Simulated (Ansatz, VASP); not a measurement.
# Two plane-wave programs on SrTiO3

```
Sr Ti O
1.0
    -2.74354    2.74354    3.90431
     2.74354   -2.74354    3.90431
     2.74354    2.74354   -3.90431
Sr Ti O
2 2 6
Direct
  0.75000 0.25000 0.50000
  0.25000 0.75000 0.50000
  0.00000 0.00000 0.00000
  0.50000 0.50000 0.00000
  0.25000 0.25000 0.00000
  0.75000 0.75000 0.00000
  0.74243 0.24243 0.95071
  0.22535 0.27465 0.50000
  0.27465 0.77465 0.04929
  0.77465 0.72535 0.50000
```

Alike in both runs: task single point; functional PBEsol; k mesh 8 × 8 × 8; occupations gaussian, width 0.05 eV; no spin polarisation.

|  | VASP | Ansatz |
| --- | --- | --- |
| version | VASP 6.6.1 | Ansatz 0.2.0 |
| potentials or method | VASP PAW PBE potentials, release 64 (Sr_sv, Ti_sv, O), cutoff 520 eV | scalar-relativistic, plane waves, PAW |
| valence electrons in the cell | 80 | 80 |

|  | VASP | Ansatz | Ansatz less VASP |
| --- | --- | --- | --- |
| gap on the k mesh at the Fermi level (eV) | 1.94 | 1.97 | +0.030 |
| least direct gap on the mesh (eV) | 1.95 | 1.98 | +0.030 |
| pressure (GPa) | 0.7 | 0.0 | -0.70 |
| traceless stress, the component that is largest in VASP (GPa) | -0.19 | -0.17 | +0.014 |
| rms of the force components (eV/Å) | 0.185 | 0.184 | -0.0011 |

VASP's potentials were made for PBE, not for PBEsol. Atom by atom the forces differ by 0.004 eV/Å (rms over components).
